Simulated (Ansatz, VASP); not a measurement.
## Two plane-wave programs on BeTe

Contents of INCAR:

```
  PREC = Accurate
  ENCUT = 520
  EDIFF = 1E-6
  ISMEAR = -1
  SIGMA = 0.1
  LREAL = False
  LASPH = True
  NELM = 60
  ALGO = Normal
  ISIF = 2
  LWAVE = False
  LCHARG = True
  GGA = PE
  LELF = True
  LVHAR = True
  NBANDS = 11
```

KPOINTS

```
Automatic mesh
0
Gamma
  13 13 13
```

File POSCAR:

```
BeTe
1.0
    0.0000000000      2.6292454075      2.6292454075
    2.6292454075      0.0000000000      2.6292454075
    2.6292454075      2.6292454075      0.0000000000
Be Te
1 1
Direct
    0.0000000000      0.0000000000      0.0000000000
    0.2500000000      0.2500000000      0.2500000000
```

Input for Ansatz:

```yaml
crystal:
  lattice:
    - [0.0, 2.6292454075, 2.6292454075]
    - [2.6292454075, 0.0, 2.6292454075]
    - [2.6292454075, 2.6292454075, 0.0]
  atoms:
    - { symbol: Be, position: [0.0, 0.0, 0.0] }
    - { symbol: Te, position: [0.25, 0.25, 0.25] }
kpoints:
  mp_grid: { grid: [13, 13, 13] }
scf:
  occupations: { method: fermi_dirac, width: 0.1 }
hamiltonian:
  xc: pbe
  pseudopotentials: { kind: paw }
output:
  forces: true
  stress: true
  eigenvalues: true
  populations: true
```

Change from the starting cell: volume scaled by 0.8, PAW files.

Alike in both runs: task single point; functional PBE; k mesh 13 × 13 × 13; occupations fermi-dirac, width 0.1 eV; no spin polarisation.

```csv
,VASP,Ansatz
version,VASP 6.6.1,Ansatz 0.2.0
potentials or method,"VASP PAW PBE potentials, release 64 (Be, Te)","PAW with Ansatz's default frozen-core files, scalar-relativistic"
plane-wave cutoff (eV),520,420
valence electrons in the cell,8,18
```

|  | VASP | Ansatz | Ansatz less VASP |
| --- | --- | --- | --- |
| pressure (GPa) | 19.9 | 19.6 | -0.32 |

The functional is the same, so the differences come from potentials, cutoffs and numerics. VASP's potentials hold 8 valence electrons a cell and Ansatz's 18, so a difference there can come from the potentials and not from the codes.

Spin-orbit coupling is off throughout.
